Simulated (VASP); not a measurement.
# ZrN: relaxation of cell and atoms with PBE+D4

ZrN:

```
Zr N
1.0
     0.00000    2.30000    2.30000
     2.30000    0.00000    2.30000
     2.30000    2.30000    0.00000
Zr N
1 1
Direct
  0.50000 0.50000 0.50000
  0.00000 0.00000 0.00000
```

```yaml
Program: VASP 6.6.1
Task: relaxation of cell and atoms
Functional: PBE
Dispersion: D4
Potentials_or_basis: VASP PAW PBE potentials, release 64 (Zr_sv, N)
Cutoff: 600 eV
k_mesh: 11 × 11 × 11
Occupations: fermi-dirac, width 0.15 eV
Spin: no spin polarisation
Dipole_correction: no
Further_INCAR_settings: ALGO = Normal; EDIFF = 1e-07; IBRION = 2; EDIFFG = -0.02; NSW = 80; ISIF = 3
```

| Property | Result |
| --- | --- |
| Relaxed volume | 11.93 Å³/atom |
| Relaxed cell | a = 3.231 Å, b = 3.231 Å, c = 3.231 Å, α = 60.00°, β = 60.00°, γ = 60.00° |
| Space group after relaxing (to 0.1 Å) | Fm-3m (No. 225) |
| Energy gained by relaxing | 3.9 meV/atom |
| Ionic steps | 3 |
| Pressure after relaxing | -0.1 GPa |
| Band gap on the k mesh | zero (an odd number of electrons rules out a gap without spin polarisation) |
| Dispersion energy per atom | -0.286 eV |

Step by step:
```csv
step,energy change (eV),largest force (eV/Å),pressure (GPa),volume (Å³)
1,0.0000,0.0000,-4.96,24.33
2,0.0160,0.0000,9.62,23.03
3,-0.0077,0.0000,-0.05,23.85
```

Final structure:
```
CELL_PARAMETERS angstrom
0.00000 2.28468 2.28468
2.28468 0.00000 2.28468
2.28468 2.28468 0.00000
ATOMIC_POSITIONS crystal
Zr 0.50000 0.50000 0.50000
N 0.00000 0.00000 0.00000
```

Levels at points of the mesh, in eV from the Fermi level:
```tsv
k point	band 6	band 7	band 8	band 9	band 10	band 11	band 12
(0.00, 0.00, 0.00)	-2.66	-2.66	-2.66	-0.39	-0.39	-0.39	1.62
```

Wall time 61 s on 1 thread of AMD EPYC 7R13, with other jobs on the host, peak memory 0.15 GiB.
